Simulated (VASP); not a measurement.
The system is Al2O3.

```
Al O
1.0
     4.30242    0.00000    0.00000
    -2.15121    3.72600    0.00000
     0.00000    0.00000    4.30806
Al O
2 3
Direct
  0.00000 0.00000 0.50000
  0.00000 0.00000 0.00000
  0.50000 0.00000 0.50000
  0.00000 0.50000 0.50000
  0.50000 0.50000 0.50000
```

The cell was generated, and may not be a known phase.

| Property | Result |
| --- | --- |
| Program | VASP 6.6.1 |
| Task | relaxation of cell and atoms |
| Functional | PBE |
| Potentials or basis | VASP PAW PBE potentials, release 64 (Al, O_h) |
| Cutoff | 1340 eV |
| k mesh | 6 × 6 × 4 |
| Occupations | gaussian, width 0.1 eV |
| Spin | no spin polarisation |

At the start: pressure 9.2 GPa; volume 13.81 Å³/atom.

Question: Where does the relaxation end?

Answer: Over 7 steps the energy falls by 347.9 meV/atom and the volume is 15.75 Å³/atom (+14.1 %); space group P6/mmm (No. 191, to 0.1 Å) before and after.

Step by step:
```tsv
step	energy change (eV)	largest force (eV/Å)	pressure (GPa)	volume (Å³)
1	0.0000	0.0000	9.25	69.06
2	-1.6223	0.0000	-0.05	76.33
3	-1.6834	0.0000	-0.62	77.43
4	-1.7355	0.0000	-1.03	79.51
5	-1.7359	0.0000	-1.04	79.68
6	-1.7388	0.0000	0.36	78.43
7	-1.7393	0.0000	-0.04	78.77
```

Final structure:
```
Al O
1.0
     4.07151    0.00000    0.00000
    -2.03575    3.52603    0.00000
     0.00000    0.00000    5.48703
Al O
2 3
Cartesian
  0.0000 0.0000 2.7435
  0.0000 0.0000 5.4870
  2.0358 0.0000 2.7435
  -1.0179 1.7630 2.7435
  1.0179 1.7630 2.7435
```

Caveat: the k points lie up to 0.30 Å⁻¹ apart in the final cell, too coarse for converged energies and pressures of a metal; a cell axis changed by over 15 % at a fixed basis, so the end point is rough.
